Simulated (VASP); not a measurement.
Write the native input for VASP 6.6.1 that does the following.

```
Task                   : single point
Functional             : RPBE
Potentials or basis    : VASP PAW PBE potentials, release 64 (Li_sv)
Cutoff                 : 520 eV
k mesh                 : 14 × 14 × 14
Occupations            : fermi-dirac, width 0.1 eV
Spin                   : no spin polarisation
Dipole correction      : no
Further INCAR settings : ALGO = Normal; EDIFF = 1e-07; NBANDS = 8
```

The structure of Li lies in POSCAR:

```
Li
1.0
    0.0000000000      2.0997633987      2.0997633987
    2.0997633987      0.0000000000      2.0997633987
    2.0997633987      2.0997633987      0.0000000000
Li
1
Direct
    0.0000000000      0.0000000000      0.0000000000
```

This isn't the form of Li at room conditions, which is bcc.

These files were run (other wordings do the same):

INCAR

```
PREC = Accurate ; ENCUT = 520
EDIFF = 1E-7 ; ISMEAR = -1
SIGMA = 0.1 ; LREAL = False
LASPH = True ; NELM = 80
ALGO = Normal ; ISIF = 2
LWAVE = False ; LCHARG = True
GGA = RP ; LELF = True
LVHAR = True ; NBANDS = 8
```

KPOINTS

```
regular mesh
0
Gamma
  14 14 14
```

Potentials or basis: VASP PAW PBE potentials, release 64 (Li_sv).

Launch:

```console
$ cat potpaw_PBE.64/Li_sv/POTCAR > POTCAR
$ mpirun -np 1 vasp_std > vasp.out
```

It gave:

* Band gap on the k mesh: zero (an odd number of electrons rules out a gap without spin polarisation)

Run time: 8.6 s on 1 thread of Intel(R) Xeon(R) Platinum 8488C (Sapphire Rapids), on a shared host, peak memory 0.13 GiB.
